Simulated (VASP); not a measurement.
# Ir (I4mm) in VASP: single point with PBE

Aim: the single point of Ir with PBE.

All numbers are computed with VASP 6.6.1; they aren't measurements. Logs are shortened: lines on timing, memory, paths and dates and some standing lists are left out, and cuts for length are marked.

### Step 1. The cell of the first run

Symmetry: I4mm, No. 107, tetragonal system. Conventional cell: a = 5.474 Å, b = 5.474 Å, c = 7.741 Å, α = 90.00°, β = 90.00°, γ = 90.00°. Ir (site symmetry 4mm) has 12 Ir at 2.61 to 2.87 Å within 3.4 Å. Ir (site symmetry m) has 12 Ir at 2.61 to 2.87 Å within 3.4 Å. Within 3.6 Å of Ir (site symmetry 2mm) lie 12 Ir at 2.74 Å. Ir (site symmetry 4mm) has 13 Ir at 2.74 to 3.69 Å within 3.7 Å.

### Step 2. Single point, PBE (atom 1 (Ir) moved -0.180 Å along Cartesian [0 1 0])

File INCAR:

```
PREC     = Accurate       # precision mode
ENCUT    = 520            # plane-wave cutoff, eV
EDIFF    = 1E-6           # SCF threshold, eV
ISMEAR   = 0              # smearing method
SIGMA    = 0.15           # smearing width, eV
LREAL    = False          # projectors in reciprocal space
LASPH    = True           # aspherical terms in the spheres
NELM     = 60             # most SCF steps
ALGO     = Fast           # electronic algorithm
ISIF     = 2              # what is computed and relaxed
LWAVE    = False          # write WAVECAR
LCHARG   = True           # write CHGCAR
GGA      = PE             # functional
LELF     = True           # ELF
LVHAR    = True         
NBANDS   = 46             # bands
```

File KPOINTS:

```
regular mesh
0
Gamma
  14 14 14
```

File POSCAR:

```
Ir
1.0
   -3.8706569859      3.8706569859      0.0000000000
   -3.8706569859      0.0000000000      3.8706569859
    0.0000000000      3.8706569859      3.8706569859
Ir
8
Direct
   -0.0232518666      0.0232518666     -0.0232518666
    0.5000000000      0.0000000000      0.0000000000
    0.0000000000      0.5000000000      0.0000000000
    0.0000000000      0.0000000000      0.5000000000
    0.5000000000      0.5000000000      0.0000000000
    0.5000000000      0.0000000000      0.5000000000
    0.0000000000      0.5000000000      0.5000000000
    0.5000000000      0.5000000000      0.5000000000
```

Potentials or basis: VASP PAW PBE potentials, release 64 (Ir).

The run is started by

```bash
cat potpaw_PBE.64/Ir/POTCAR > POTCAR
mpirun -np 1 vasp_std > vasp.out
```

OUTCAR:

```text
PREC = Accurate
   ENCUT = 520
   EDIFF = 1E-6
   ISMEAR = 0
   LREAL = False
   LASPH = True
   NELM = 60
   ISIF = 2
   GGA = PE

 ion  position               nearest neighbor table
   1  0.977  0.023  0.977-   2 2.61   4 2.61   5 2.61   7 2.61   6 2.74   6 2.74   3 2.74   3 2.74
                             5 2.87   4 2.87   7 2.87   2 2.87
   2  0.500  0.000  0.000-   1 2.61   5 2.74   6 2.74   4 2.74   6 2.74   8 2.74   3 2.74   5 2.74
                             8 2.74   3 2.74   4 2.74   1 2.87
   3  0.000  0.500  0.000-   5 2.74   7 2.74   4 2.74   7 2.74   8 2.74   2 2.74   4 2.74   2 2.74
                             5 2.74   8 2.74   1 2.74   1 2.74
   4  0.000  0.000  0.500-   1 2.61   6 2.74   7 2.74   2 2.74   3 2.74   3 2.74   7 2.74   8 2.74
                             2 2.74   6 2.74   8 2.74   1 2.87
   5  0.500  0.500  0.000-   1 2.61   2 2.74   3 2.74   8 2.74   6 2.74   7 2.74   8 2.74   2 2.74
                             6 2.74   3 2.74   7 2.74   1 2.87
   6  0.500  0.000  0.500-   2 2.74   4 2.74   8 2.74   2 2.74   5 2.74   5 2.74   7 2.74   8 2.74
                             4 2.74   7 2.74   1 2.74   1 2.74
   7  0.000  0.500  0.500-   1 2.61   3 2.74   4 2.74   8 2.74   3 2.74   5 2.74   4 2.74   6 2.74
                             5 2.74   6 2.74   8 2.74   1 2.87
   8  0.500  0.500  0.500-   5 2.74   6 2.74   7 2.74   2 2.74   3 2.74   5 2.74   2 2.74   4 2.74
                             6 2.74   3 2.74   4 2.74   7 2.74

  LATTYP: Found a face centered cubic cell.
 ALAT       =     7.7413139718

  Lattice vectors:

 A1 = (  -3.8706569859,   3.8706569859,   0.0000000000)
 A2 = (  -3.8706569859,   0.0000000000,   3.8706569859)
 A3 = (   0.0000000000,   3.8706569859,   3.8706569859)

Analysis of symmetry for initial positions (statically):
=====================================================================
 Subroutine PRICEL returns:
 Original cell was already a primitive cell.

 Routine SETGRP: Setting up the symmetry group for a
 face centered cubic supercell.

 Subroutine GETGRP returns: Found  8 space group operations
 (whereof  8 operations were pure point group operations)
 out of a pool of 48 trial point group operations.

The static configuration has the point symmetry C_4v.

Analysis of symmetry for dynamics (positions and initial velocities):
=====================================================================
 Subroutine PRICEL returns:
 Original cell was already a primitive cell.

 Routine SETGRP: Setting up the symmetry group for a
 face centered cubic supercell.

 Subroutine GETGRP returns: Found  8 space group operations
 (whereof  8 operations were pure point group operations)
 out of a pool of 48 trial point group operations.

The dynamic configuration has the point symmetry C_4v.

 Subroutine INISYM returns: Found  8 space group operations
 (whereof  8 operations are pure point group operations),
 and found     1 'primitive' translations

----------------------------------------------------------------------------------------

                                     Primitive cell

  volume of cell :     115.9803

  direct lattice vectors                    reciprocal lattice vectors
    -3.870656986  3.870656986  0.000000000    -0.129177037  0.129177037 -0.129177037
    -3.870656986  0.000000000  3.870656986    -0.129177037 -0.129177037  0.129177037
     0.000000000  3.870656986  3.870656986     0.129177037  0.129177037  0.129177037

  length of vectors
     5.473935605  5.473935605  5.473935605     0.223741191  0.223741191  0.223741191

  position of ions in fractional coordinates (direct lattice)
     0.976748133  0.023251867  0.976748133
     0.500000000  0.000000000  0.000000000
     0.000000000  0.500000000  0.000000000
     0.000000000  0.000000000  0.500000000
     0.500000000  0.500000000  0.000000000
     0.500000000  0.000000000  0.500000000
     0.000000000  0.500000000  0.500000000
     0.500000000  0.500000000  0.500000000

  ion indices of the primitive-cell ions
   primitive index   ion index
                 1           1
                 2           2
                 3           3
                 4           4
                 5           5
                 6           6
                 7           7
                 8           8

----------------------------------------------------------------------------------------

 KPOINTS: regular mesh

Automatic generation of k-mesh.
 Grid dimensions read from file:
 generate k-points for:   14   14   14

 Generating k-lattice:

  Cartesian coordinates                     Fractional coordinates (reciprocal lattice)
    -0.009226931  0.009226931 -0.009226931     0.071428571  0.000000000  0.000000000
    -0.009226931 -0.009226931  0.009226931     0.000000000  0.071428571  0.000000000
     0.009226931  0.009226931  0.009226931     0.000000000  0.000000000  0.071428571

  Length of vectors
     0.015981514  0.015981514  0.015981514

  Shift w.r.t. Gamma in fractional coordinates (k-lattice)
     0.000000000  0.000000000  0.000000000

 Subroutine IBZKPT returns following result:
 ===========================================

 Found    244 irreducible k-points:

 Following reciprocal coordinates:
            Coordinates               Weight
  0.000000  0.000000  0.000000      1.000000
  0.071429  0.000000  0.000000      8.000000
  0.142857  0.000000  0.000000      8.000000
  0.214286  0.000000  0.000000      8.000000
  0.285714  0.000000  0.000000      8.000000
  0.357143  0.000000  0.000000      8.000000
[... 16 lines left out ...]
 -0.428571  0.071429  0.000000     16.000000
  0.071429  0.000000 -0.428571      8.000000
 [... further k-points ...]
   k-points           NKPTS =    244   k-points in BZ     NKDIM =    244   number of bands    NBANDS=     46
   number of dos      NEDOS =    301   number of ions     NIONS =      8
   total plane-waves  NPLWV =  74088
   dimension x,y,z NGX =    42 NGY =   42 NGZ =   42
   dimension x,y,z NGXF=    84 NGYF=   84 NGZF=   84
   ions per type =               8
   NGX,Y,Z   is equivalent  to a cutoff of  12.76, 12.76, 12.76 a.u.
   NGXF,Y,Z  is equivalent  to a cutoff of  25.51, 25.51, 25.51 a.u.
 SYSTEM =  unknown system
   PREC   = accura    normal or accurate (medium, high low for compatibility)
   ISTART =      0    job   : 0-new  1-cont  2-samecut
   ICHARG =      2    charge: 1-file 2-atom 10-const
   ISPIN  =      1    spin polarized calculation?
   LNONCOLLINEAR =      F non collinear calculations
   LSORBIT =      F    spin-orbit coupling
   LASPH  =      T    aspherical Exc in radial PAW
   ENCUT  =  520.0 eV  38.22 Ry    6.18 a.u.  10.18 10.18 10.18*2*pi/ulx,y,z
   NELM   =     60;   NELMIN=  2; NELMDL= -5     # of ELM steps
   EDIFF  = 0.1E-05   stopping-criterion for ELM
   LREAL  =      F    real-space projection
   EDIFFG = 0.1E-04   stopping-criterion for IOM
   NSW    =      0    number of steps for IOM
   IBRION =     -1    ionic relax: 0-MD 1-quasi-New 2-CG
   NFREE  =      0    steps in history (QN), initial steepest desc. (CG)
   ISIF   =      2    stress and relaxation
   ISYM   =      2    0-nonsym 1-usesym 2-fastsym
   POTIM  = 0.5000    time-step for ionic-motion
   TEBEG  =    0.0;   TEEND  =   0.0 temperature during run
   PSTRESS=    0.0 pullay stress
   NELECT =      72.0000    total number of electrons
   NUPDOWN=      -1.0000    fix difference up-down
   EMIN   =  10.00;   EMAX   =-10.00  energy-range for DOS
   EFERMI =   0.00;   METHOD = LEGACY
   ISMEAR =     0;   SIGMA  =   0.15  broadening in eV -4-tet -1-fermi 0-gaus
   EFERMI_NEDOS =   21; number of points for ismear=-14 and -15
   IALGO  =     68    algorithm
   IMIX   =      4    mixing-type and parameters
     AMIX     =   0.40;   BMIX     =  1.00
     AMIX_MAG =   1.60;   BMIX_MAG =  1.00
  volume/ion in A,a.u.               =      14.50        97.83
  Fermi-wavevector in a.u.,A,eV,Ry     =   1.396554  2.639104 26.536290  1.950362
  Thomas-Fermi vector in A             =   2.519897
   LORBIT       =      0    0 simple, 1 ext, 2 COOP (PROOUT), +10 PAW based schemes
   GGA     = PE    functional components
   LHFCALC =     F    Hartree Fock is set to
   AEXX    =    0.0000 exact exchange contribution
   IVDW    =     0    specifies the selected vdW correction
   LEPSILON=     F    determine dielectric tensor
   LRPA    =     F    only Hartree local field effects (RPA)
 non-spin polarized calculation
 RMM-DIIS sequential band-by-band and
 Gauss-broadening in eV      SIGMA  =   0.15
  energy-cutoff  :      520.00
  volume of cell :      115.98
 maximum number of plane-waves:      3142
 NGX is ok and might be reduce to    42
   NGX = 21   NGY = 21   NGZ = 21

 number of electron      72.0000001 magnetization

 Free energy of the ion-electron system (eV)
  ---------------------------------------------------
  ext. energy  EPLUGINS =         0.00000000
  ---------------------------------------------------
  free energy    TOTEN  =       -70.61548587 eV

  energy without entropy =      -70.52672915  energy(sigma->0) =      -70.57110751

 E-fermi :   9.9787     XC(G=0): -13.8388

 val. band max:        9.9787290217   @ k =   0.0714   0.3571   0.2857
 cond. band min:       9.9795234711   @ k =   0.0714   0.5000   0.2857
 fundamental gap:      0.0007944494
 Fermi energy:         9.9787373592

 k-point     1 :       0.0000    0.0000    0.0000
  band No.  band energies     occupation
      1      -0.8714      2.00000
      2       2.1303      2.00000
      3       2.1393      2.00000
      4       2.1393      2.00000
      5       2.1464      2.00000
      6       2.3214      2.00000
[... 38 lines left out ...]
     45      11.6994      0.00000
     46      11.9483      0.00000

 k-point     2 :       0.0714    0.0000    0.0000
  band No.  band energies     occupation
      1      -0.8158      2.00000
      2       2.1383      2.00000
      3       2.1775      2.00000
      4       2.1858      2.00000
      5       2.1920      2.00000
      6       2.3588      2.00000
[... 1070 lines left out ...]
 k-point    24 :       0.0714    0.0000   -0.4286
  band No.  band energies     occupation
      1       1.0483      2.00000
      2       1.6030      2.00000
      3       3.1783      2.00000
      4       3.2516      2.00000
      5       3.2805      2.00000
      6       3.3260      2.00000
[... 38 lines left out ...]
     45      13.3310      0.00000
     46      14.2687      0.00000

 [... further k-points ...]
[... 5 lines left out ...]
  --------------------------------------------------------------------------------------
  -------------------------------------------------------------------------------------
  Total        1.1786955      1.9066476      1.1786955      0.0000000      0.0000000      0.0000000
  in kB       16.2827653     26.3388591     16.2827653      0.0000000      0.0000000      0.0000000
  external PRESSURE =      19.6347966 kB  Pullay stress =       0.0000000 kB

 VOLUME and BASIS-vectors are now :
 -----------------------------------------------------------------------------
  energy-cutoff  :      520.00
  volume of cell :      115.98
      direct lattice vectors                 reciprocal lattice vectors
    -3.870656986  3.870656986  0.000000000    -0.129177037  0.129177037 -0.129177037
    -3.870656986  0.000000000  3.870656986    -0.129177037 -0.129177037  0.129177037
     0.000000000  3.870656986  3.870656986     0.129177037  0.129177037  0.129177037

 POSITION                                       TOTAL-FORCE (eV/Angst)
 -----------------------------------------------------------------------------------
     -3.87066      7.56131      3.87066        -0.000000      2.511553      0.000000
     -1.93533      1.93533      0.00000         0.566177     -0.550282      0.000000
     -1.93533      0.00000      1.93533        -0.000000     -0.092469      0.000000
      0.00000      1.93533      1.93533        -0.000000     -0.550282     -0.566177
     -3.87066      1.93533      1.93533        -0.000000     -0.550282      0.566177
     -1.93533      3.87066      1.93533        -0.000000     -0.092469      0.000000
     -1.93533      1.93533      3.87066        -0.566177     -0.550282      0.000000
     -3.87066      3.87066      3.87066        -0.000000     -0.125484      0.000000
 -----------------------------------------------------------------------------------
    total drift:                                0.000000      0.000013     -0.000000

  FREE ENERGIE OF THE ION-ELECTRON SYSTEM (eV)
  ---------------------------------------------------
  free  energy   TOTEN  =       -70.6154858746 eV

  energy  without entropy=      -70.5267291528  energy(sigma->0) =      -70.57110751
```

It took 28 min on 1 thread of Oxide Virtual Turin-like, shared host; peak memory 0.87 GiB.

What came out:

- Free energy: -70.6155 eV
- Pressure: 2.0 GPa
- Largest force: 2.512 eV/Å
- Band gap on the k mesh: zero (bands 36 and 37 overlap by 2.14 eV)

Forces in eV/Å, atoms in the order of the input:
```
Ir   0.000  2.512  0.000
Ir   0.566 -0.550  0.000
Ir   0.000 -0.092  0.000
Ir   0.000 -0.550 -0.566
Ir   0.000 -0.550  0.566
Ir   0.000 -0.092  0.000
Ir  -0.566 -0.550  0.000
Ir   0.000 -0.125  0.000
```

Caveat: the cell differs from its parent crystal (atom 1 (Ir) moved -0.180 Å along Cartesian [0 1 0]); spin-orbit coupling is left out, which moves the levels of the heavy elements; forces of over 1 eV/Å act on the atoms, so gaps and moduli don't describe the material at rest.
